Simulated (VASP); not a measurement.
Runs of VASP 6.6.1 on Ge. The structure is that of space group I4_132 (No. 214), or close to it. The cells are those of the table. 

```tsv
task	cell	k mesh	cutoff (eV)	gap on the mesh (eV)	pressure (GPa)	relaxed volume (Å³/atom)
relaxation of cell and atoms	relaxed from a = 5.967 Å, angles 109.5°, 4 atoms	10 × 10 × 10	600	none	0.0	41.43
single point	a = 5.644 Å, angles 109.5°, 4 atoms	4 × 4 × 4	520	none	6.0	-
relaxation of cell and atoms	relaxed from a = 5.644 Å, angles 109.5°, 4 atoms	4 × 4 × 4	600	none	0.0	41.09
single point	a = 5.993 Å, angles 109.5°, 4 atoms	10 × 10 × 10	520	none	0.0	-
single point	a = 5.967 Å, angles 109.5°, 4 atoms	4 × 4 × 4	520	none	(a)	-
```

Alike in all rows: level PBE; potentials or basis VASP PAW PBE potentials, release 64 (Ge_d); no spin polarisation; smearing gaussian 0.1 eV.

Question: Estimate the missing entries.

Answer: (a) 0.1.

Caveats: the volume moved by over 15 % at a fixed basis, so the end points are rough (some runs).

A k mesh can miss the band edges, and the runs leave out spin-orbit coupling on Ge.

A gap of «none» marks levels without a gap at the run's occupations.
